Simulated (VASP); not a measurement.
# Ga2SiS (P4/mmm) in VASP: a series of runs

Ga2SiS is run at these levels: PBE; tasks: single point, relaxation of cell and atoms.

All numbers are computed with VASP 6.6.1; they aren't measurements. Logs are shortened: lines on timing, memory, paths and dates and some standing lists are left out, and cuts for length are marked.

## 1. The cell of the first run

It takes space group P4/mmm (No. 123, tetragonal). Conventional cell: a = 3.746 Å, b = 3.746 Å, c = 5.304 Å, α = 90.00°, β = 90.00°, γ = 90.00°. Ga (site symmetry mmm) has 4 Ga at 2.65 Å and 4 Si at 3.25 Å and 4 S at 3.25 Å within 3.5 Å. Within 3.5 Å of Si (site symmetry 4/mmm) lie 4 S at 2.65 Å and 8 Ga at 3.25 Å. S (site symmetry 4/mmm) has 4 Si at 2.65 Å and 8 Ga at 3.25 Å within 3.5 Å.

The cell was generated, and may not be a known phase.

## 2. Single point, PBE

Input file INCAR:

```
SYSTEM = Ga2SiS
PREC = Accurate ; ENCUT = 520
EDIFF = 1E-6 ; ISMEAR = 0
SIGMA = 0.1 ; LREAL = .FALSE.
LASPH = .TRUE. ; NELM = 80
ALGO = Normal ; ISIF = 2
LWAVE = .FALSE. ; LCHARG = .FALSE.
GGA = PE ; NBANDS = 26
```

Input file KPOINTS:

```
regular mesh
0
G
  12 12 10
  0 0 0
```

Input file POSCAR:

```
Ga2SiS
1.0
    3.7462642339      0.0000000000      0.0000000000
    0.0000000000      3.7462642339      0.0000000000
    0.0000000000      0.0000000000      5.3043694623
Ga Si S
2 1 1
Direct
    0.5000000000      0.0000000000      0.5000000000
    0.0000000000      0.5000000000      0.5000000000
    0.0000000000      0.0000000000      0.0000000000
    0.5000000000      0.5000000000      0.0000000000
```

Potentials or basis: VASP PAW PBE potentials, release 64 (Ga_d, Si, S).

Run with:

```console
> cat potpaw_PBE.64/Ga_d/POTCAR potpaw_PBE.64/Si/POTCAR potpaw_PBE.64/S/POTCAR > POTCAR
> mpirun -np 1 vasp_std > vasp.out
```

OUTCAR:

```text
SYSTEM = Ga2SiS
   PREC = Accurate
   ENCUT = 520
   EDIFF = 1E-6
   ISMEAR = 0
   LREAL = .FALSE.
   LASPH = .TRUE.
   NELM = 80
   ISIF = 2
   GGA = PE

 ion  position               nearest neighbor table
   1  0.500  0.000  0.500-   2 2.65   2 2.65   2 2.65   2 2.65
   2  0.000  0.500  0.500-   1 2.65   1 2.65   1 2.65   1 2.65
   3  0.000  0.000  0.000-   4 2.65   4 2.65   4 2.65   4 2.65
   4  0.500  0.500  0.000-   3 2.65   3 2.65   3 2.65   3 2.65

  LATTYP: Found a simple tetragonal cell.
 ALAT       =     3.7462642339
 C/A-ratio  =     1.4159090580

  Lattice vectors:

 A1 = (   3.7462642339,   0.0000000000,   0.0000000000)
 A2 = (   0.0000000000,   3.7462642339,   0.0000000000)
 A3 = (   0.0000000000,   0.0000000000,   5.3043694623)

Analysis of symmetry for initial positions (statically):
=====================================================================
 Subroutine PRICEL returns:
 Original cell was already a primitive cell.

 Routine SETGRP: Setting up the symmetry group for a
 simple tetragonal supercell.

 Subroutine GETGRP returns: Found 16 space group operations
 (whereof 16 operations were pure point group operations)
 out of a pool of 16 trial point group operations.

The static configuration has the point symmetry D_4h.

Analysis of symmetry for dynamics (positions and initial velocities):
=====================================================================
 Subroutine PRICEL returns:
 Original cell was already a primitive cell.

 Routine SETGRP: Setting up the symmetry group for a
 simple tetragonal supercell.

 Subroutine GETGRP returns: Found 16 space group operations
 (whereof 16 operations were pure point group operations)
 out of a pool of 16 trial point group operations.

The dynamic configuration has the point symmetry D_4h.

 Subroutine INISYM returns: Found 16 space group operations
 (whereof 16 operations are pure point group operations),
 and found     1 'primitive' translations

----------------------------------------------------------------------------------------

                                     Primitive cell

  volume of cell :      74.4442

  direct lattice vectors                    reciprocal lattice vectors
     3.746264234  0.000000000  0.000000000     0.266932586  0.000000000  0.000000000
     0.000000000  3.746264234  0.000000000     0.000000000  0.266932586  0.000000000
     0.000000000  0.000000000  5.304369462     0.000000000  0.000000000  0.188523821

[... 82 lines left out ...]
   LNONCOLLINEAR =      F non collinear calculations
   LSORBIT =      F    spin-orbit coupling
   LASPH  =      T    aspherical Exc in radial PAW
   ENCUT  =  520.0 eV  38.22 Ry    6.18 a.u.   6.97  6.97  9.86*2*pi/ulx,y,z
   NELM   =     80;   NELMIN=  2; NELMDL= -5     # of ELM steps
   EDIFF  = 0.1E-05   stopping-criterion for ELM
   LREAL  =      F    real-space projection
   EDIFFG = 0.1E-04   stopping-criterion for IOM
   NSW    =      0    number of steps for IOM
   IBRION =     -1    ionic relax: 0-MD 1-quasi-New 2-CG
   NFREE  =      0    steps in history (QN), initial steepest desc. (CG)
   ISIF   =      2    stress and relaxation
   ISYM   =      2    0-nonsym 1-usesym 2-fastsym
   POTIM  = 0.5000    time-step for ionic-motion
   TEBEG  =    0.0;   TEEND  =   0.0 temperature during run
   PSTRESS=    0.0 pullay stress
   NELECT =      36.0000    total number of electrons
   NUPDOWN=      -1.0000    fix difference up-down
   EMIN   =  10.00;   EMAX   =-10.00  energy-range for DOS
   EFERMI =   0.00;   METHOD = LEGACY
   ISMEAR =     0;   SIGMA  =   0.10  broadening in eV -4-tet -1-fermi 0-gaus
   EFERMI_NEDOS =   21; number of points for ismear=-14 and -15
   IALGO  =     38    algorithm
   IMIX   =      4    mixing-type and parameters
     AMIX     =   0.40;   BMIX     =  1.00
     AMIX_MAG =   1.60;   BMIX_MAG =  1.00
  volume/ion in A,a.u.               =      18.61       125.59
  Fermi-wavevector in a.u.,A,eV,Ry     =   1.284987  2.428274 22.465833  1.651192
  Thomas-Fermi vector in A             =   2.417148
   LORBIT       =      0    0 simple, 1 ext, 2 COOP (PROOUT), +10 PAW based schemes
   GGA     = PE    functional components
   LHFCALC =     F    Hartree Fock is set to
   AEXX    =    0.0000 exact exchange contribution
   IVDW    =     0    specifies the selected vdW correction
   LEPSILON=     F    determine dielectric tensor
   LRPA    =     F    only Hartree local field effects (RPA)
 non-spin polarized calculation
 Gauss-broadening in eV      SIGMA  =   0.10
  energy-cutoff  :      520.00
  volume of cell :       74.44
 maximum number of plane-waves:      2026
 NGX is ok and might be reduce to    28
   NGX = 13   NGY = 13   NGZ = 19

 number of electron      35.9999994 magnetization

 Free energy of the ion-electron system (eV)
  ---------------------------------------------------
  ext. energy  EPLUGINS =         0.00000000
  ---------------------------------------------------
  free energy    TOTEN  =       -14.45753309 eV

  energy without entropy =      -14.45109232  energy(sigma->0) =      -14.45431271

 E-fermi :   6.2312     XC(G=0): -10.6191

 val. band max:        6.2273653861   @ k =   0.5000   0.0000   0.2000
 cond. band min:       6.2419168750   @ k =   0.1667   0.1667   0.0000
 fundamental gap:      0.0145514889
 Fermi energy:         6.2311808480

 k-point     1 :       0.0000    0.0000    0.0000
  band No.  band energies     occupation
      1      -9.0922      2.00000
      2      -8.9625      2.00000
      3      -8.9513      2.00000
      4      -8.8144      2.00000
      5      -8.8144      2.00000
      6      -8.6220      2.00000
[... 685 lines left out ...]
     25      16.1837      0.00000
     26      16.4194      0.00000

 [... further k-points ...]
[... 5 lines left out ...]
  --------------------------------------------------------------------------------------
  -------------------------------------------------------------------------------------
  Total        0.0296963      0.0296963      0.0089303      0.0000000      0.0000000      0.0000000
  in kB        0.6391190      0.6391190      0.1921972      0.0000000      0.0000000      0.0000000
  external PRESSURE =       0.4901451 kB  Pullay stress =       0.0000000 kB

 VOLUME and BASIS-vectors are now :
 -----------------------------------------------------------------------------
  energy-cutoff  :      520.00
  volume of cell :       74.44
      direct lattice vectors                 reciprocal lattice vectors
     3.746264234  0.000000000  0.000000000     0.266932586  0.000000000  0.000000000
     0.000000000  3.746264234  0.000000000     0.000000000  0.266932586  0.000000000
     0.000000000  0.000000000  5.304369462     0.000000000  0.000000000  0.188523821

 POSITION                                       TOTAL-FORCE (eV/Angst)
 -----------------------------------------------------------------------------------
      1.87313      0.00000      2.65218         0.000000      0.000000      0.000000
      0.00000      1.87313      2.65218         0.000000      0.000000      0.000000
      0.00000      0.00000      0.00000         0.000000      0.000000      0.000000
      1.87313      1.87313      0.00000         0.000000      0.000000      0.000000
 -----------------------------------------------------------------------------------
    total drift:                                0.000000      0.000000      0.000000

  FREE ENERGIE OF THE ION-ELECTRON SYSTEM (eV)
  ---------------------------------------------------
  free  energy   TOTEN  =       -14.4575330926 eV

  energy  without entropy=      -14.4510923205  energy(sigma->0) =      -14.45431271
```

stdout:

```text
POSCAR found type information on POSCAR GaSiS
 POSCAR found :  3 types and       4 ions
 scaLAPACK will be used
 LDA part: xc-table for (Slater+PW92), standard interpolation
 POSCAR, INCAR and KPOINTS ok, starting setup
 FFT: planning ... GRIDC
 FFT: planning ... GRID_SOFT
 FFT: planning ... GRID
 WAVECAR not read
 entering main loop
```

It took 5.8 min on 1 thread of Intel Xeon 8259CL, shared host; peak memory 0.4 GiB.

What came out:

| Property | Result |
| --- | --- |
| Free energy | -14.4575 eV |
| Pressure | 0.0 GPa |
| Band gap on the k mesh | zero (bands 18 and 19 overlap by 3.41 eV) |

## 3. Relaxation of cell and atoms, PBE

This run uses another cell than the first one, of 18.66 Å³/atom.

Input file INCAR:

```
  PREC = Accurate
  ENCUT = 600
  EDIFF = 1E-7
  ISMEAR = 0
  SIGMA = 0.1
  LREAL = False
  LASPH = True
  NELM = 100
  ALGO = Normal
  ISIF = 3
  LWAVE = False
  LCHARG = False
  GGA = PE
  IBRION = 2
  NSW = 100
  EDIFFG = -0.01
  LUSENCCL = False
```

Input file KPOINTS:

```
regular mesh
0
Gamma
  12 12 10
```

Input file POSCAR:

```
Ga2SiS
1.0
    3.7856646985      0.0000000000      0.0000000000
    0.0000000000      3.7856646985      0.0000000000
    0.0000000000      0.0000000000      5.2083781962
Ga Si S
2 1 1
Direct
    0.5000000000      0.0000000000      0.5000000000
    0.0000000000      0.5000000000      0.5000000000
    0.0000000000      0.0000000000      0.0000000000
    0.5000000000      0.5000000000      0.0000000000
```

Potentials or basis: VASP PAW PBE potentials, release 64 (Ga_d, Si, S).

Run with:

```console
> cat potpaw_PBE.64/Ga_d/POTCAR potpaw_PBE.64/Si/POTCAR potpaw_PBE.64/S/POTCAR > POTCAR
> mpirun -np 1 vasp_std > vasp.out
```

OUTCAR:

```text
PREC = Accurate
   ENCUT = 600
   EDIFF = 1E-7
   ISMEAR = 0
   LREAL = False
   LASPH = True
   NELM = 100
   ISIF = 3
   GGA = PE
   IBRION = 2
   NSW = 100
   EDIFFG = -0.01

 ion  position               nearest neighbor table
   1  0.500  0.000  0.500-   2 2.68   2 2.68   2 2.68   2 2.68
   2  0.000  0.500  0.500-   1 2.68   1 2.68   1 2.68   1 2.68
   3  0.000  0.000  0.000-   4 2.68   4 2.68   4 2.68   4 2.68
   4  0.500  0.500  0.000-   3 2.68   3 2.68   3 2.68   3 2.68

  LATTYP: Found a simple tetragonal cell.
 ALAT       =     3.7856646985
 C/A-ratio  =     1.3758160352

  Lattice vectors:

 A1 = (   3.7856646985,   0.0000000000,   0.0000000000)
 A2 = (   0.0000000000,   3.7856646985,   0.0000000000)
 A3 = (   0.0000000000,   0.0000000000,   5.2083781962)

Analysis of symmetry for initial positions (statically):
=====================================================================
 Subroutine PRICEL returns:
[... 174 lines left out ...]
  free energy    TOTEN  =       -14.44966823 eV

  energy without entropy =      -14.44445726  energy(sigma->0) =      -14.44706274

------------------------ aborting loop because EDIFF is reached ----------------------------------------

  FORCE on cell =-STRESS in cart. coord.  units (eV):
  Direction    XX          YY          ZZ          XY          YZ          ZX
  --------------------------------------------------------------------------------------
  -------------------------------------------------------------------------------------
  Total       -0.4412611     -0.4412611      0.4232995      0.0000000      0.0000000      0.0000000
  in kB       -9.4715138     -9.4715138      9.0859751      0.0000000      0.0000000      0.0000000
  external PRESSURE =      -3.2856842 kB  Pullay stress =       0.0000000 kB
[... 253 lines left out ...]
--------------------------------------- Ionic step        8  -------------------------------------------

 number of electron      36.0000021 magnetization

 Free energy of the ion-electron system (eV)
  ---------------------------------------------------
  ext. energy  EPLUGINS =         0.00000000
  ---------------------------------------------------
  free energy    TOTEN  =       -14.45745722 eV

  energy without entropy =      -14.45115724  energy(sigma->0) =      -14.45430723

 E-fermi :   6.2266     XC(G=0): -10.6165

 val. band max:        6.2163828999   @ k =   0.3333   0.0833   0.3000
 cond. band min:       6.2298485853   @ k =   0.5000   0.0000   0.5000
 fundamental gap:      0.0134656855
 Fermi energy:         6.2265750760

 k-point     1 :       0.0000    0.0000    0.0000
  band No.  band energies     occupation
      1      -9.0959      2.00000
      2      -8.9666      2.00000
      3      -8.9557      2.00000
      4      -8.8195      2.00000
      5      -8.8195      2.00000
      6      -8.6283      2.00000
[... 589 lines left out ...]
     21       7.4733      0.00000
     22       8.8377      0.00000

 [... further k-points ...]
[... 5 lines left out ...]
  --------------------------------------------------------------------------------------
  -------------------------------------------------------------------------------------
  Total       -0.0176948     -0.0176948      0.0028972      0.0000000     -0.0000000      0.0000000
  in kB       -0.3805688     -0.3805688      0.0623121      0.0000000     -0.0000000      0.0000000
  external PRESSURE =      -0.2329418 kB  Pullay stress =       0.0000000 kB
[... 19 lines left out ...]
  FREE ENERGIE OF THE ION-ELECTRON SYSTEM (eV)
  ---------------------------------------------------
  free  energy   TOTEN  =       -14.4574572155 eV

  energy  without entropy=      -14.4511572416  energy(sigma->0) =      -14.45430723

 reached required accuracy - stopping structural energy minimisation
```

OSZICAR:

```text
N       E                     dE             d eps       ncg     rms          rms(c)
DAV:   1     0.244259290250E+03    0.24426E+03   -0.19123E+04  7424   0.269E+03
DAV:   2     0.137692135581E+02   -0.23049E+03   -0.22613E+03  7928   0.520E+02
DAV:   3    -0.134050391003E+02   -0.27174E+02   -0.26462E+02  8798   0.131E+02
DAV:   4    -0.145851685824E+02   -0.11801E+01   -0.11696E+01  9428   0.266E+01
[... 68 lines left out ...]
DAV:   2    -0.144575541161E+02    0.21476E-03   -0.48715E-04  8696   0.315E-01    0.583E-02
DAV:   3    -0.144574590962E+02    0.95020E-04   -0.14742E-04  9968   0.125E-01    0.126E-02
DAV:   4    -0.144574572576E+02    0.18386E-05   -0.28355E-05  8712   0.410E-02    0.444E-03
DAV:   5    -0.144574572467E+02    0.10896E-07   -0.22890E-06  9302   0.140E-02    0.172E-03
DAV:   6    -0.144574572155E+02    0.31209E-07   -0.16717E-07  6020   0.344E-03
   8 F= -.14457457E+02 E0= -.14454307E+02  d E =-.396028E-04
```

Run time: 22 min. Hardware: 1 × NVIDIA H100 80GB with 1 thread of AMD EPYC 7R13 (Zen 3), shared host; peak memory 1.5 GiB.

Results:

```yaml
Free_energy: -14.4575 eV
Relaxed_volume: 18.62 Å³/atom
Relaxed_cell: a = 3.749 Å, b = 3.749 Å, c = 5.299 Å, α = 90.00°, β = 90.00°, γ = 90.00°
Space_group_after_relaxing_to_0.1_Å: P4/mmm (No. 123)
Energy_gained_by_relaxing: 1.9 meV/atom
Ionic_steps: 8
Pressure_after_relaxing: 0.0 GPa
Band_gap_on_the_k_mesh: zero (bands 18 and 19 overlap by 3.39 eV)
```

The path:
```tsv
step	energy change (eV)	largest force (eV/Å)	pressure (GPa)	volume (Å³)
1	0.0000	0.0000	-0.33	74.64
2	-0.0051	0.0000	0.06	74.23
3	-0.0066	0.0000	0.40	73.87
4	-0.0077	0.0000	0.08	74.36
5	-0.0077	0.0000	-0.11	74.63
6	-0.0077	0.0000	-0.06	74.54
7	-0.0077	0.0000	-0.05	74.53
8	-0.0078	0.0000	-0.02	74.49
```

Final structure:
```
CELL_PARAMETERS angstrom
3.74937 0.00000 0.00000
0.00000 3.74937 0.00000
0.00000 0.00000 5.29917
ATOMIC_POSITIONS crystal
Ga 0.50000 0.00000 0.50000
Ga 0.00000 0.50000 0.50000
Si 0.00000 0.00000 0.00000
S 0.50000 0.50000 0.00000
```
